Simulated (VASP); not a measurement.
Write the native input for VASP 6.6.1 that does the following.

```yaml
Task: single point
Functional: LDA
Potentials_or_basis: VASP PAW LDA potentials, release 64 (C_h)
Cutoff: 1300 eV
k_mesh: 12 × 12 × 12
Occupations: gaussian, width 0.05 eV
Spin: no spin polarisation
Dipole_correction: no
Further_INCAR_settings: ALGO = Normal; EDIFF = 1e-06; NBANDS = 11
```

The structure of C lies in POSCAR:

```
C
1.0
    0.0000000000      1.7650008455      1.8521918873
    1.7650008455      0.0000000000      1.8521918873
    1.7650008455      1.7650008455      0.0000000000
C
2
Direct
    0.5000000000      0.5000000000      0.5000000000
    0.7500000000      0.7500000000      0.7500000000
```

These files were run (other wordings do the same):

INCAR

```
SYSTEM = C
PREC = Accurate ; ENCUT = 1300
EDIFF = 1E-6 ; ISMEAR = 0
SIGMA = 0.05 ; LREAL = .FALSE.
LASPH = .TRUE. ; NELM = 120
ALGO = Normal ; ISIF = 2
LWAVE = .FALSE. ; LCHARG = .FALSE.
GGA = CA ; NBANDS = 11
GGA_COMPAT = .FALSE.
```

KPOINTS

```
regular mesh
0
G
  12 12 12
  0 0 0
```

Potentials or basis: VASP PAW LDA potentials, release 64 (C_h).

The run is started by

```bash
$ cat potpaw_LDA.64/C_h/POTCAR > POTCAR
$ mpirun -np 1 vasp_std > vasp.out
```

It gave:

```json
{"Pressure": "-19.2 GPa", "Band gap on the k mesh": "3.48 eV (least direct gap 5.07 eV)"}
```

Caveat: the stress differs along the axes, from -50 to -4 GPa.

It took 32 s on 1 thread of AMD EPYC 9R45 96-Core Processor (Zen 5) (shared host), peak memory 0.15 GiB.
